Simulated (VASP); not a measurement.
Runs of VASP 6.6.1 on GaC2. The structure is that of space group Pnnm (No. 58), or close to it. The cells are those of the table. 

```csv
task,cell,k mesh,cutoff (eV),gap on the mesh (eV),pressure (GPa),largest force (eV/Å)
single point,"a = 4.116, b = 5.016, c = 3.264 Å, 6 atoms",4 × 4 × 6,520,none,0.4,0.08
single point,"a = 4.005, b = 4.888, c = 3.051 Å, 6 atoms",4 × 4 × 6,520,none,10.9,(a)
single point,"a = 4.153, b = 4.992, c = 3.271 Å, 6 atoms",10 × 8 × 12,520,none,0.3,0.08
relaxation of cell and atoms,"relaxed from a = 4.005, b = 4.888, c = 3.051 Å, 6 atoms",4 × 4 × 6,600,none,0.0,0.04
```

Alike in all rows: level PBE; potentials or basis VASP PAW PBE potentials, release 64 (Ga_d, C); no spin polarisation; smearing gaussian 0.1 eV.

Task: Estimate the missing entries.

Result: (a) 3.97.

Caveats: some runs use coarse meshes; forces of over 1 eV/Å act on the atoms, so gaps and moduli don't describe the material at rest (some runs).

A k mesh can miss the band edges, and the runs leave out spin-orbit coupling on Ga.

A gap of «none» marks levels without a gap at the run's occupations.
